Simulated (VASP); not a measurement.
**BeTe: single point with PBE**

The system is BeTe.

```
Be Te
1.0
     0.00000    2.82862    2.77205
     2.82862    0.00000    2.77205
     2.82862    2.82862    0.00000
Be Te
1 1
Direct
  0.00000 0.00000 0.00000
  0.25000 0.25000 0.25000
```

This cell differs from its parent crystal: uniaxial z strain -2.0%.

```json
{
  "Program": "VASP 6.6.1",
  "Task": "single point",
  "Functional": "PBE",
  "Potentials or basis": "VASP PAW PBE potentials, release 64 (Be, Te)",
  "Cutoff": "600 eV",
  "k mesh": "8 × 8 × 8",
  "Occupations": "fermi-dirac, width 0.02 eV",
  "Spin": "no spin polarisation",
  "Dipole correction": "no",
  "Further INCAR settings": "ALGO = Normal; EDIFF = 1e-06; NBANDS = 11"
}
```

```
Pressure               : 1.6 GPa
Band gap on the k mesh : 1.80 eV, indirect (least direct gap 3.51 eV)
```

Stress tensor (GPa, compression positive):
```
1.15 0.00 0.00
0.00 1.15 0.00
0.00 0.00 2.34
```

Levels at points of the mesh, in eV from the valence-band top:
```tsv
k point	band 2	band 3	band 4	band 5	band 6	band 7
(0.00, 0.00, 0.00)	-0.11	-0.11	0.00	3.51	3.55	3.55
(0.50, 0.00, 0.00)	-5.65	-1.30	-1.13	3.01	4.45	4.60
(0.50, 0.50, 0.00)	-5.15	-2.83	-2.83	1.80	2.48	9.69
(0.50, 0.00, 0.50)	-5.26	-2.71	-2.67	1.93	2.64	9.61
```

Wall time 20 s on 1 thread of Intel(R) Xeon(R) Platinum 8488C (Sapphire Rapids), with other jobs on the host, peak memory 0.19 GiB.

Caveat: the cell differs from its parent crystal (uniaxial z strain -2.0%); spin-orbit coupling is left out, which moves the levels of the heavy elements. A k mesh can miss the band edges.
